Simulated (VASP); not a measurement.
Here is a VASP 6.6.1 calculation.

Contents of INCAR:

```
  PREC = Accurate
  ENCUT = 520
  EDIFF = 1E-6
  ISMEAR = 0
  SIGMA = 0.03
  LREAL = False
  LASPH = True
  NELM = 60
  ALGO = Normal
  ISIF = 2
  LWAVE = False
  LCHARG = True
  GGA = PE
  LELF = True
  LVHAR = True
  NBANDS = 20
```

File KPOINTS:

```
Automatic mesh
0
Gamma
  9 9 9
```

File POSCAR:

```
PbO2
1.0
    0.0000000000      2.7019920000      2.7019920000
    2.7019920000      0.0000000000      2.7019920000
    2.7019920000      2.7019920000      0.0000000000
Pb O
1 2
Direct
    0.0000000000      0.0000000000      0.0000000000
    0.7500000000      0.7500000000      0.7500000000
    0.2500000000      0.2500000000      0.2500000000
```

Potentials or basis: VASP PAW PBE potentials, release 64 (Pb_d, O).

The run is started by

```console
$ cat potpaw_PBE.64/Pb_d/POTCAR potpaw_PBE.64/O/POTCAR > POTCAR
$ mpirun -np 1 vasp_std > vasp.out
```

**Question.** What does it give for the pressure?

**Answer.** 0.6 GPa.

**Question.** What does it give for the band gap on the k mesh?

**Answer.** Zero (bands 13 and 14 overlap by 1.15 eV).

Caveat: spin-orbit coupling is left out, which moves the levels of the heavy elements.
